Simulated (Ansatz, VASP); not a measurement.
## Zn2InO in VASP and in Ansatz

```
Zn In O
1.0
     3.21927    0.00000    0.00000
     0.00000    3.21927    0.00000
     0.00000    0.00000    6.81882
Zn In O
2 1 1
Direct
  0.50000 0.00000 0.82365
  0.00000 0.50000 0.17635
  0.50000 0.50000 0.50000
  0.00000 0.00000 0.00000
```

Alike in both runs: functional PBE; k mesh 6 × 6 × 4; occupations gaussian, width 0.1 eV; no spin polarisation.

Ansatz relaxed the structure, and its values are those at the end. VASP's run is a single point on that final structure, the one shown.

|  | VASP | Ansatz |
| --- | --- | --- |
| version | VASP 6.6.1 | Ansatz 0.2.0 |
| potentials or method | VASP PAW PBE potentials, release 64 (Zn, In_d, O), cutoff 520 eV | scalar-relativistic, plane waves, PAW |
| valence electrons in the cell | 43 | 43 |

VASP gave:

- gap on the k mesh at the Fermi level (eV): none
- pressure (GPa): 0.4
- rms of the force components (eV/Å): 0.028

Question: What did Ansatz give for the same quantities?

Answer: gap on the k mesh at the Fermi level (eV): none; pressure (GPa): 0.0; rms of the force components (eV/Å): 0.003.

A gap of «none» marks a metal or a gap that the smearing closes.
